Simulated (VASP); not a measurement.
# W (Im-3m) in VASP: notebook, part 2 of 3

VASP 6.6.1.

### Step 3. Single point, PBE

Contents of INCAR:

```
ALGO = Normal
EDIFF = 1E-7
ENCUT = 520
GGA = PE
ISIF = 2
ISMEAR = 0
LASPH = True
LCHARG = False
LREAL = False
LWAVE = False
NBANDS = 13
NELM = 100
PREC = Accurate
SIGMA = 0.1
```

Contents of KPOINTS:

```
k-points
0
Gamma
  16 16 16
```

Contents of POSCAR:

```
W
1.0
   -1.5913940561      1.5913940561      1.5913940561
    1.5913940561     -1.5913940561      1.5913940561
    1.5913940561      1.5913940561     -1.5913940561
W
1
Direct
    0.0000000000      0.0000000000      0.0000000000
```

Potentials or basis: VASP PAW PBE potentials, release 64 (W_sv).

The run is started by

```console
> cat potpaw_PBE.64/W_sv/POTCAR > POTCAR
> mpirun -np 1 vasp_std > vasp.out
```

OUTCAR:

```text
EDIFF = 1E-7
   ENCUT = 520
   GGA = PE
   ISIF = 2
   ISMEAR = 0
   LASPH = True
   LREAL = False
   NELM = 100
   PREC = Accurate

 ion  position               nearest neighbor table
   1  0.000  0.000  0.000-

  LATTYP: Found a body centered cubic cell.
 ALAT       =     3.1827881122

  Lattice vectors:

 A1 = (  -1.5913940561,   1.5913940561,   1.5913940561)
 A2 = (   1.5913940561,  -1.5913940561,   1.5913940561)
 A3 = (   1.5913940561,   1.5913940561,  -1.5913940561)

Analysis of symmetry for initial positions (statically):
=====================================================================
 Subroutine PRICEL returns:
 Original cell was already a primitive cell.

 Routine SETGRP: Setting up the symmetry group for a
 body centered cubic supercell.

 Subroutine GETGRP returns: Found 48 space group operations
 (whereof 48 operations were pure point group operations)
 out of a pool of 48 trial point group operations.

The static configuration has the point symmetry O_h .

Analysis of symmetry for dynamics (positions and initial velocities):
=====================================================================
 Subroutine PRICEL returns:
 Original cell was already a primitive cell.

 Routine SETGRP: Setting up the symmetry group for a
 body centered cubic supercell.

 Subroutine GETGRP returns: Found 48 space group operations
 (whereof 48 operations were pure point group operations)
 out of a pool of 48 trial point group operations.

The dynamic configuration has the point symmetry O_h .

 Subroutine INISYM returns: Found 48 space group operations
 (whereof 48 operations are pure point group operations),
 and found     1 'primitive' translations

----------------------------------------------------------------------------------------

                                     Primitive cell

  volume of cell :      16.1210

  direct lattice vectors                    reciprocal lattice vectors
    -1.591394056  1.591394056  1.591394056     0.000000000  0.314189938  0.314189938
     1.591394056 -1.591394056  1.591394056     0.314189938  0.000000000  0.314189938
     1.591394056  1.591394056 -1.591394056     0.314189938  0.314189938  0.000000000

  length of vectors
     2.756375360  2.756375360  2.756375360     0.444331672  0.444331672  0.444331672

  position of ions in fractional coordinates (direct lattice)
     0.000000000  0.000000000  0.000000000

  ion indices of the primitive-cell ions
   primitive index   ion index
                 1           1

----------------------------------------------------------------------------------------

 KPOINTS: k-points

Automatic generation of k-mesh.
 Grid dimensions read from file:
 generate k-points for:   16   16   16

 Generating k-lattice:

  Cartesian coordinates                     Fractional coordinates (reciprocal lattice)
     0.000000000  0.019636871  0.019636871     0.062500000  0.000000000  0.000000000
     0.019636871  0.000000000  0.019636871     0.000000000  0.062500000  0.000000000
     0.019636871  0.019636871  0.000000000     0.000000000  0.000000000  0.062500000

  Length of vectors
     0.027770729  0.027770729  0.027770729

  Shift w.r.t. Gamma in fractional coordinates (k-lattice)
     0.000000000  0.000000000  0.000000000

 Subroutine IBZKPT returns following result:
 ===========================================

 Found    145 irreducible k-points:

 Following reciprocal coordinates:
            Coordinates               Weight
  0.000000  0.000000  0.000000      1.000000
  0.062500  0.000000  0.000000     12.000000
  0.125000  0.000000  0.000000     12.000000
  0.187500  0.000000  0.000000     12.000000
  0.250000  0.000000  0.000000     12.000000
  0.312500  0.000000  0.000000     12.000000
[... 16 lines left out ...]
  0.187500  0.187500  0.000000     24.000000
  0.250000  0.187500  0.000000     48.000000
 [... further k-points ...]
   k-points           NKPTS =    145   k-points in BZ     NKDIM =    145   number of bands    NBANDS=     13
   number of dos      NEDOS =    301   number of ions     NIONS =      1
   total plane-waves  NPLWV =  13824
   dimension x,y,z NGX =    24 NGY =   24 NGZ =   24
   dimension x,y,z NGXF=    48 NGYF=   48 NGZF=   48
   ions per type =               1
   NGX,Y,Z   is equivalent  to a cutoff of  14.48, 14.48, 14.48 a.u.
   NGXF,Y,Z  is equivalent  to a cutoff of  28.95, 28.95, 28.95 a.u.
 SYSTEM =  unknown system
   PREC   = accura    normal or accurate (medium, high low for compatibility)
   ISTART =      0    job   : 0-new  1-cont  2-samecut
   ICHARG =      2    charge: 1-file 2-atom 10-const
   ISPIN  =      1    spin polarized calculation?
   LNONCOLLINEAR =      F non collinear calculations
   LSORBIT =      F    spin-orbit coupling
   LASPH  =      T    aspherical Exc in radial PAW
   ENCUT  =  520.0 eV  38.22 Ry    6.18 a.u.   5.13  5.13  5.13*2*pi/ulx,y,z
   NELM   =    100;   NELMIN=  2; NELMDL= -5     # of ELM steps
   EDIFF  = 0.1E-06   stopping-criterion for ELM
   LREAL  =      F    real-space projection
   EDIFFG = 0.1E-05   stopping-criterion for IOM
   NSW    =      0    number of steps for IOM
   IBRION =     -1    ionic relax: 0-MD 1-quasi-New 2-CG
   NFREE  =      0    steps in history (QN), initial steepest desc. (CG)
   ISIF   =      2    stress and relaxation
   ISYM   =      2    0-nonsym 1-usesym 2-fastsym
   POTIM  = 0.5000    time-step for ionic-motion
   TEBEG  =    0.0;   TEEND  =   0.0 temperature during run
   PSTRESS=    0.0 pullay stress
   NELECT =      14.0000    total number of electrons
   NUPDOWN=      -1.0000    fix difference up-down
   EMIN   =  10.00;   EMAX   =-10.00  energy-range for DOS
   EFERMI =   0.00;   METHOD = LEGACY
   ISMEAR =     0;   SIGMA  =   0.10  broadening in eV -4-tet -1-fermi 0-gaus
   EFERMI_NEDOS =   21; number of points for ismear=-14 and -15
   IALGO  =     38    algorithm
   IMIX   =      4    mixing-type and parameters
     AMIX     =   0.40;   BMIX     =  1.00
     AMIX_MAG =   1.60;   BMIX_MAG =  1.00
  volume/ion in A,a.u.               =      16.12       108.79
  Fermi-wavevector in a.u.,A,eV,Ry     =   1.561900  2.951562 33.191826  2.439530
  Thomas-Fermi vector in A             =   2.664897
   LORBIT       =      0    0 simple, 1 ext, 2 COOP (PROOUT), +10 PAW based schemes
   GGA     = PE    functional components
   LHFCALC =     F    Hartree Fock is set to
   AEXX    =    0.0000 exact exchange contribution
   IVDW    =     0    specifies the selected vdW correction
   LEPSILON=     F    determine dielectric tensor
   LRPA    =     F    only Hartree local field effects (RPA)
 non-spin polarized calculation
 Gauss-broadening in eV      SIGMA  =   0.10
  energy-cutoff  :      520.00
  volume of cell :       16.12
 maximum number of plane-waves:       466
 NGX is ok and might be reduce to    24
   NGX = 11   NGY = 11   NGZ = 11

 number of electron      14.0000002 magnetization

 Free energy of the ion-electron system (eV)
  ---------------------------------------------------
  ext. energy  EPLUGINS =         0.00000000
  ---------------------------------------------------
  free energy    TOTEN  =       -12.95824521 eV

  energy without entropy =      -12.95491615  energy(sigma->0) =      -12.95658068

 E-fermi :  11.2389     XC(G=0): -13.5451

 val. band max:       11.2200507916   @ k =  -0.2500   0.3125   0.1250
 cond. band min:      11.2416007800   @ k =  -0.3125   0.3125   0.1875
 fundamental gap:      0.0215499884
 Fermi energy:        11.2388880145

 k-point     1 :       0.0000    0.0000    0.0000
  band No.  band energies     occupation
      1     -63.0015      2.00000
      2     -26.5880      2.00000
      3     -26.5880      2.00000
      4     -26.5880      2.00000
      5       1.6572      2.00000
      6      10.0014      2.00000
      7      10.0014      2.00000
      8      10.0014      2.00000
      9      13.4243      0.00000
     10      13.4243      0.00000
     11      25.6792      0.00000
     12      25.6792      0.00000
     13      25.6792      0.00000
[... 353 lines left out ...]
 k-point    24 :       0.2500    0.1875    0.0000
  band No.  band energies     occupation
      1     -62.8914      2.00000
      2     -27.5462      2.00000
      3     -26.9867      2.00000
      4     -26.6931      2.00000
      5       5.9139      2.00000
      6       8.1347      2.00000
      7       8.9114      2.00000
      8      12.7478      0.00000
      9      14.2444      0.00000
     10      16.3903      0.00000
     11      23.4761      0.00000
     12      26.2564      0.00000
     13      28.1242      0.00000

 [... further k-points ...]
[... 5 lines left out ...]
  --------------------------------------------------------------------------------------
  -------------------------------------------------------------------------------------
  Total        0.0513684      0.0513684      0.0513684      0.0000000      0.0000000      0.0000000
  in kB        5.1052073      5.1052073      5.1052073      0.0000000      0.0000000      0.0000000
  external PRESSURE =       5.1052073 kB  Pullay stress =       0.0000000 kB

 VOLUME and BASIS-vectors are now :
 -----------------------------------------------------------------------------
  energy-cutoff  :      520.00
  volume of cell :       16.12
      direct lattice vectors                 reciprocal lattice vectors
    -1.591394056  1.591394056  1.591394056     0.000000000  0.314189938  0.314189938
     1.591394056 -1.591394056  1.591394056     0.314189938  0.000000000  0.314189938
     1.591394056  1.591394056 -1.591394056     0.314189938  0.314189938  0.000000000

 POSITION                                       TOTAL-FORCE (eV/Angst)
 -----------------------------------------------------------------------------------
      0.00000      0.00000      0.00000         0.000000      0.000000      0.000000
 -----------------------------------------------------------------------------------
    total drift:                                0.000000      0.000000      0.000000

  FREE ENERGIE OF THE ION-ELECTRON SYSTEM (eV)
  ---------------------------------------------------
  free  energy   TOTEN  =       -12.9582452082 eV

  energy  without entropy=      -12.9549161510  energy(sigma->0) =      -12.95658068
```

stdout:

```text
POSCAR found type information on POSCAR W
 POSCAR found :  1 types and       1 ions
 scaLAPACK will be used
 LDA part: xc-table for (Slater+PW92), standard interpolation
 POSCAR, INCAR and KPOINTS ok, starting setup
 FFT: planning ... GRIDC
 FFT: planning ... GRID_SOFT
 FFT: planning ... GRID
 WAVECAR not read
 entering main loop
```

It took 9.1 s on 1 thread of Intel Xeon 6975P-C (Granite Rapids), shared host; peak memory 0.16 GiB.

What came out:

| Property | Result |
| --- | --- |
| Free energy | -12.9582 eV |
| Pressure | 0.5 GPa |
| Band gap on the k mesh | zero (band 7 reaches 16.25 eV, above the bottom of band 8 at 10.00 eV) |

Levels at points of the mesh, in eV from the Fermi level:
| k point | band 4 | band 5 | band 6 | band 7 | band 8 | band 9 | band 10 | band 11 |
| --- | --- | --- | --- | --- | --- | --- | --- | --- |
| (0.00, 0.00, 0.00) | -37.83 | -9.58 | -1.24 | -1.24 | -1.24 | 2.19 | 2.19 | 14.44 |
| (0.50, 0.00, 0.00) | -37.83 | -6.20 | -3.52 | 0.58 | 2.07 | 3.03 | 5.97 | 10.77 |
| (0.50, 0.50, 0.50) | -38.68 | -5.74 | -5.74 | 5.01 | 5.01 | 5.01 | 8.07 | 8.07 |

Caveat: spin-orbit coupling is left out, which moves the levels of the heavy elements.

### Step 4. Relaxation of cell and atoms, PBE

This run uses another cell than the first one, of 16.08 Å³/atom, 0.996 times its volume.

Contents of INCAR:

```
SYSTEM = W
PREC = Accurate
ENCUT = 600
EDIFF = 1E-6
ISMEAR = 0
SIGMA = 0.1
LREAL = .FALSE.
LASPH = .TRUE.
NELM = 100
ALGO = Normal
ISIF = 3
LWAVE = .FALSE.
LCHARG = .FALSE.
GGA = PE
IBRION = 2
NSW = 80
EDIFFG = -0.005
```

Contents of KPOINTS:

```
regular mesh
0
G
  12 12 12
  0 0 0
```

Contents of POSCAR:

```
W
1.0
   -1.5900000000      1.5900000000      1.5900000000
    1.5900000000     -1.5900000000      1.5900000000
    1.5900000000      1.5900000000     -1.5900000000
W
1
Direct
    0.0000000000      0.0000000000      0.0000000000
```

The run is started by

```console
> cat potpaw_PBE.64/W_sv/POTCAR > POTCAR
> mpirun -np 1 vasp_std > vasp.out
```

Run time: 9.5 s. Hardware: 1 thread of Intel Xeon 6975P-C (Granite Rapids), shared host; peak memory 0.15 GiB.

The run converged. Its results:

| Quantity | Value |
| --- | --- |
| Free energy | -12.9567 eV |
| Relaxed volume | 16.18 Å³/atom |
| Relaxed cell | a = 2.760 Å, b = 2.760 Å, c = 2.760 Å, α = 109.47°, β = 109.47°, γ = 109.47° |
| Space group after relaxing (to 0.05 Å) | Im-3m (No. 229) |
| Energy gained by relaxing | 0.6 meV/atom |
| Ionic steps | 3 |
| Pressure after relaxing | 0.0 GPa |
| Band gap on the k mesh | zero (band 7 reaches 16.16 eV, above the bottom of band 8 at 9.95 eV) |

The path:
```
step  energy change (eV)  largest force (eV/Å)  pressure (GPa)  volume (Å³)
   1              0.0000                0.0000            1.91        16.08
   2              0.0063                0.0000           -6.21        16.53
   3             -0.0006                0.0000            0.00        16.18
```

Final structure:
```cif
data_structure
_symmetry_space_group_name_H-M 'P 1'
_symmetry_Int_Tables_number 1
_cell_length_a 2.7597
_cell_length_b 2.7597
_cell_length_c 2.7597
_cell_angle_alpha 109.471
_cell_angle_beta 109.471
_cell_angle_gamma 109.471
_cell_volume 16.18
loop_
_atom_site_label
_atom_site_type_symbol
_atom_site_fract_x
_atom_site_fract_y
_atom_site_fract_z
_atom_site_occupancy
W1 W 0.00000 0.00000 0.00000 1
```

Levels at points of the mesh, in eV from the Fermi level:
```csv
k point,band 5,band 6,band 7,band 8,band 9,band 10
"(0.00, 0.00, 0.00)",-9.41,-1.09,-1.09,-1.09,2.32,2.32
"(0.50, 0.00, 0.00)",-6.04,-3.37,0.72,2.20,3.15,6.07
"(0.50, 0.50, 0.50)",-5.56,-5.56,5.12,5.12,5.12,8.19
```

Caveat: spin-orbit coupling is left out, which moves the levels of the heavy elements.

(Continued in part 3 of 3.)
